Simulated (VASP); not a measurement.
Wanted: the native input for a VASP 6.6.1 run.

```
Task                   : relaxation of cell and atoms
Functional             : PBE
Potentials or basis    : VASP PAW PBE potentials, release 64 (Sn_d, O)
Cutoff                 : 600 eV
k mesh                 : 4 × 4 × 2
Occupations            : gaussian, width 0.1 eV
Spin                   : no spin polarisation
Dipole correction      : no
Further INCAR settings : ALGO = Normal; EDIFF = 1e-07; IBRION = 2; EDIFFG = -0.025; NSW = 80; ISIF = 3
```

The structure of SnO lies in POSCAR:

```
SnO
1.0
   -3.8162830691     -0.0183840695     -0.0429591894
   -0.0562825717      0.0219224778     -5.1015628317
   -0.0367681390     -7.3559631562      0.0334658438
Sn O
4 4
Direct
    0.5217530073      0.7819997707      0.0125195580
    0.4824527596      0.7707899432      0.5134801044
   -0.0289441573      0.2452118353      0.7436759418
    0.0326207584      0.2233027099      0.2314611383
    1.0044005634     -0.0375250319      1.0083292023
    0.9866661468      0.0169890187      0.4953490153
    0.4759587723     -0.0179771794      0.7570804373
    0.5250921495      0.0172089336      0.2381046026
```

The input as run:

INCAR

```
SYSTEM = SnO
  PREC = Accurate
  ENCUT = 600
  EDIFF = 1E-7
  ISMEAR = 0
  SIGMA = 0.1
  LREAL = .FALSE.
  LASPH = .TRUE.
  NELM = 100
  ALGO = Normal
  ISIF = 3
  LWAVE = .FALSE.
  LCHARG = .FALSE.
  GGA = PE
  IBRION = 2
  NSW = 80
  EDIFFG = -0.025
```

KPOINTS

```
Automatic mesh
0
G
  4 4 2
  0 0 0
```

Potentials or basis: VASP PAW PBE potentials, release 64 (Sn_d, O).

Command:

```sh
$ cat potpaw_PBE.64/Sn_d/POTCAR potpaw_PBE.64/O/POTCAR > POTCAR
$ mpirun -np 1 vasp_std > vasp.out
```

It gave:

The relaxed volume is 18.94 Å³/atom. The relaxed cell is a = 3.903 Å, b = 5.064 Å, c = 7.665 Å, α = 90.01°, β = 90.02°, γ = 90.00°. The space group after relaxing (to 0.05 Å) is Pmmn (No. 59). The energy gained by relaxing is 114.8 meV/atom. The ionic steps are 22 and the pressure after relaxing is 0.0 GPa. The largest force after relaxing is 0.023 eV/Å and the band gap on the k mesh is 0.48 eV, indirect (least direct gap 1.92 eV).

Caveat: the k points lie up to 0.41 Å⁻¹ apart in the final cell; spin-orbit coupling is left out, which moves the levels of the heavy elements.

Wall time 31 min on 1 thread of Intel(R) Xeon(R) Platinum 8559C (Emerald Rapids), with other jobs on the host, peak memory 0.36 GiB.
